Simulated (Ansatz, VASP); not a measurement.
# One calculation of Ga4As3P, two programs

```
Ga P As
1.0
     4.01887    0.00000    0.00000
     0.00000    4.01887    0.00000
     0.00000    0.00000   11.37135
Ga P As
4 1 3
Direct
  0.50000 0.00000 0.88185
  0.00000 0.50000 0.11815
  0.50000 0.00000 0.37260
  0.00000 0.50000 0.62740
  0.50000 0.50000 0.00000
  0.00000 0.00000 0.24543
  0.50000 0.50000 0.50000
  0.00000 0.00000 0.75457
```

Alike in both runs: functional PBE; k mesh 10 × 10 × 4; occupations gaussian, width 0.02 eV; no spin polarisation.

Ansatz relaxed the structure, and its values are those at the end. VASP's run is a single point on that final structure, the one shown.

|  | VASP | Ansatz |
| --- | --- | --- |
| version | VASP 6.6.1 | Ansatz 0.2.0 |
| potentials or method | VASP PAW PBE potentials, release 64 (Ga_d, P, As), cutoff 520 eV | scalar-relativistic, plane waves, PAW |
| valence electrons in the cell | 72 | 102 |

Ansatz gave:

* gap on the k mesh at the Fermi level (eV): 0.47
* least direct gap on the mesh (eV): 0.47
* pressure (GPa): 0.0
* rms of the force components (eV/Å): 0.000

Problem. Estimate VASP's values.

Solution. gap on the k mesh at the Fermi level (eV): 0.47; least direct gap on the mesh (eV): 0.47; pressure (GPa): 0.1; rms of the force components (eV/Å): 0.004.

VASP's potentials hold 72 valence electrons a cell and Ansatz's 102, so a difference there can come from the potentials and not from the codes.
